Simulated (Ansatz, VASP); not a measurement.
This is a calculation of CdF2 for Ansatz 0.2.0.

The input input.yaml:

```yaml
crystal:
  lattice:
    - [0.0, 2.694, 2.694]
    - [2.694, 0.0, 2.694]
    - [2.694, 2.694, 0.0]
  atoms:
    - { symbol: Cd, position: [0.0, 0.0, 0.0] }
    - { symbol: F, position: [0.75, 0.75, 0.75] }
    - { symbol: F, position: [0.25, 0.25, 0.25] }
hamiltonian:
  xc: pbe
  pseudopotentials: { kind: paw }
kpoints:
  mp_grid: { grid: [9, 9, 9] }
scf:
  occupations: { method: gaussian, width: 0.03 }
output:
  forces: true
  stress: true
  eigenvalues: true
```

Potentials or basis: Ansatz PAW.

Launch:

```bash
$ ansatz run input.yaml --threads 2 --pin off --max-ram 5632MiB --backend cpu --events-out ev --progress --plain --runs-dir out
```

Task: Set up the same calculation for VASP 6.6.1. Potentials there: VASP PAW PBE potentials, release 64 (Cd, F).

Result: As run (the cutoff follows the program's own potentials):

File INCAR:

```
  PREC = Accurate
  ENCUT = 520
  EDIFF = 1E-6
  ISMEAR = 0
  SIGMA = 0.03
  LREAL = False
  LASPH = True
  NELM = 100
  ALGO = Normal
  ISIF = 2
  LWAVE = False
  LCHARG = False
  GGA = PE
  NBANDS = 20
```

Contents of KPOINTS:

```
Automatic mesh
0
Gamma
  9 9 9
```

POSCAR

```
CdF2
1.0
    0.0000000000      2.6940000000      2.6940000000
    2.6940000000      0.0000000000      2.6940000000
    2.6940000000      2.6940000000      0.0000000000
Cd F
1 2
Direct
    0.0000000000      0.0000000000      0.0000000000
    0.7500000000      0.7500000000      0.7500000000
    0.2500000000      0.2500000000      0.2500000000
```

Potentials or basis: VASP PAW PBE potentials, release 64 (Cd, F).

Command:

```sh
$ cat potpaw_PBE.64/Cd/POTCAR potpaw_PBE.64/F/POTCAR > POTCAR
$ mpirun -np 1 vasp_std > vasp.out
```

Both were run:

|  | VASP | Ansatz | Ansatz less VASP |
| --- | --- | --- | --- |
| gap on the k mesh at the Fermi level (eV) | 3.10 | 3.13 | +0.033 |
| least direct gap on the mesh (eV) | 3.57 | 3.60 | +0.031 |
| pressure (GPa) | 6.2 | 5.5 | -0.75 |

The functional is the same, so the differences come from potentials, cutoffs and numerics. VASP's potentials hold 26 valence electrons a cell and Ansatz's 34, so a difference there can come from the potentials and not from the codes.

Noted on Ansatz's run: odd divisions of the mesh miss points on the zone boundary, where band edges often lie, so the gap on the mesh can be too wide.
